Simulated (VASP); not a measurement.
A run of VASP 6.6.1 is set up as follows.

File INCAR:

```
SYSTEM = CoO
ALGO = Normal
EDIFF = 1E-7
ENCUT = 520
GGA = PS
ISIF = 2
ISMEAR = 0
ISPIN = 2
LASPH = .TRUE.
LCHARG = .TRUE.
LELF = .TRUE.
LMAXMIX = 4
LORBIT = 11
LREAL = .FALSE.
LVHAR = .TRUE.
LWAVE = .FALSE.
MAGMOM = 2.7 0.34
NBANDS = 18
NELM = 150
PREC = Accurate
SIGMA = 0.1
```

KPOINTS

```
k-points
0
G
  18 18 18
  0 0 0
```

POSCAR

```
CoO
1.0
    1.5279557055      0.8821656379      2.2154008293
   -1.5279557055      0.8821656379      2.2154008293
    0.0000000000     -1.7643312757      2.2154008293
Co O
1 1
Direct
    0.0000000000      0.0000000000      0.0000000000
    0.5000000000      0.5000000000      0.5000000000
```

Potentials or basis: VASP PAW PBE potentials, release 64 (Co, O).

Command:

```console
$ cat potpaw_PBE.64/Co/POTCAR potpaw_PBE.64/O/POTCAR > POTCAR
$ mpirun -np 1 vasp_std > vasp.out
```

(1) Estimate the site moments.

(2) Predict the net moment.

(3) Predict the pressure.

Answers

(1) Co +2.37; O +0.26 μB.

(2) 2.68 μB per cell.

(3) -0.9 GPa.

Caveat: the PAW data sets were made with another functional, which shifts forces and pressure a little; a cell with one magnetic atom can't hold antiferromagnetic order, which such compounds often take.
